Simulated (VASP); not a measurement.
**Rb: single point with RPBE**

The system is Rb.

```
Rb
1.0
     0.00000    5.41580    5.41580
     5.41580    0.00000    5.41580
     5.41580    5.41580    0.00000
Rb
2
Cartesian
  1.3539 1.3539 1.3539
  9.4776 9.4776 9.4776
```

```yaml
Program: VASP 6.6.1
Task: single point
Functional: RPBE
Potentials_or_basis: VASP PAW PBE potentials, release 64 (Rb_sv)
Cutoff: 520 eV
k_mesh: 8 × 8 × 8
Occupations: fermi-dirac, width 0.1 eV
Spin: no spin polarisation
Dipole_correction: no
Further_INCAR_settings: ALGO = Normal; EDIFF = 1e-06; NBANDS = 16
```

The pressure is 0.0 GPa and the band gap on the k mesh is zero (band 9 reaches -0.65 eV, above the bottom of band 10 at -0.77 eV).

Levels at points of the mesh, in eV from the Fermi level:
| k point | band 5 | band 6 | band 7 | band 8 | band 9 | band 10 | band 11 | band 12 | band 13 | band 14 |
| --- | --- | --- | --- | --- | --- | --- | --- | --- | --- | --- |
| (0.00, 0.00, 0.00) | -13.52 | -13.47 | -13.47 | -13.47 | -1.36 | 1.95 | 1.95 | 1.95 | 2.22 | 2.22 |
| (0.50, 0.00, 0.00) | -13.51 | -13.47 | -13.46 | -13.46 | -0.55 | 0.02 | 1.77 | 1.77 | 1.90 | 2.05 |
| (0.50, 0.50, 0.00) | -13.49 | -13.49 | -13.46 | -13.46 | 0.01 | 0.01 | 1.14 | 1.14 | 1.46 | 1.46 |

Wall time 2.7 min on 1 thread of Intel(R) Xeon(R) Platinum 8488C (Sapphire Rapids), with other jobs on the host, peak memory 0.52 GiB.

Caveat: the PAW data sets were made with another functional, which shifts forces and pressure a little.
